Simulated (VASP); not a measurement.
Wanted: the native input for a VASP 6.6.1 run.

| Item | Value |
| --- | --- |
| Task | single point |
| Functional | PBE |
| Potentials or basis | VASP PAW PBE potentials, release 64 (Zn, Cd, Se, S) |
| Cutoff | 520 eV |
| k mesh | 12 × 12 × 4 |
| Occupations | gaussian, width 0.1 eV |
| Spin | no spin polarisation |
| Dipole correction | no |
| Further INCAR settings | ALGO = Normal; EDIFF = 1e-06; NBANDS = 36 |

The structure of ZnCd2Se2S lies in POSCAR:

```
ZnCd2Se2S
1.0
    3.9030051424      0.0000000000      0.0000000000
   -1.9515025712      3.3801016044      0.0000000000
    0.0000000000      0.0000000000      9.6412669520
Zn Cd Se S
1 2 2 1
Direct
    0.0000000000      0.0000000000      0.5000000000
    0.6666666667      0.3333333333      0.8360336153
    0.3333333333      0.6666666667      0.1639663847
    0.6666666667      0.3333333333      0.3454219061
    0.3333333333      0.6666666667      0.6545780939
    0.0000000000      0.0000000000      0.0000000000
```

The cell was built from a structure type or drawn by symmetry, and may not be a known phase.

These files were run (other wordings do the same):

INCAR

```
PREC = Accurate
ENCUT = 520
EDIFF = 1E-6
ISMEAR = 0
SIGMA = 0.1
LREAL = False
LASPH = True
NELM = 60
ALGO = Normal
ISIF = 2
LWAVE = False
LCHARG = True
GGA = PE
LELF = True
LVHAR = True
NBANDS = 36
```

KPOINTS

```
regular mesh
0
Gamma
  12 12 4
```

Potentials or basis: VASP PAW PBE potentials, release 64 (Zn, Cd, Se, S).

The run is started by

```console
$ cat potpaw_PBE.64/Zn/POTCAR potpaw_PBE.64/Cd/POTCAR potpaw_PBE.64/Se/POTCAR potpaw_PBE.64/S/POTCAR > POTCAR
$ mpirun -np 1 vasp_std > vasp.out
```

It gave:

- Pressure: 0.3 GPa
- Largest force: 0.019 eV/Å
- Band gap on the k mesh: zero (bands 27 and 28 overlap by 0.49 eV)

Caveat: semilocal functionals underestimate gaps, so a narrow gap can read as zero.

Wall time 2.8 min on 1 thread of Intel(R) Xeon(R) 6975P-C (Granite Rapids), on a shared host, peak memory 0.46 GiB.
